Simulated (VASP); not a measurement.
Runs of VASP 6.6.1 on SiNi3. The structure is that of space group P4/mmm (No. 123), or close to it. The cells are those of the table. 

```csv
cell,further INCAR settings,gap on the mesh (eV),pressure (GPa)
"a = 3.257, b = 3.257, c = 3.909 Å, 4 atoms",ALGO = Fast; EDIFF = 1e-06; NBANDS = 25,none,(a)
"a = 3.885, b = 3.885, c = 2.747 Å, 4 atoms",ALGO = Fast; EDIFF = 1e-06; NBANDS = 25,none,3.3
"a = 3.654, b = 3.654, c = 3.106 Å, 4 atoms",ALGO = Fast; EDIFF = 1e-07; NBANDS = 25,none,1.7
"a = 3.084, b = 3.084, c = 4.360 Å, 4 atoms",ALGO = Fast; EDIFF = 1e-06; NBANDS = 25,none,19.9
```

Alike in all rows: task single point; level PBEsol; potentials or basis VASP PAW PBE potentials, release 64 (Si, Ni); no spin polarisation; k mesh 16 × 16 × 16; cutoff (eV) 520; smearing gaussian 0.15 eV.

Estimate the missing entries.

(a) 4.6.

Caveats: the PAW data sets were made with another functional, which shifts forces and pressure a little.

A gap of «none» marks levels without a gap at the run's occupations.
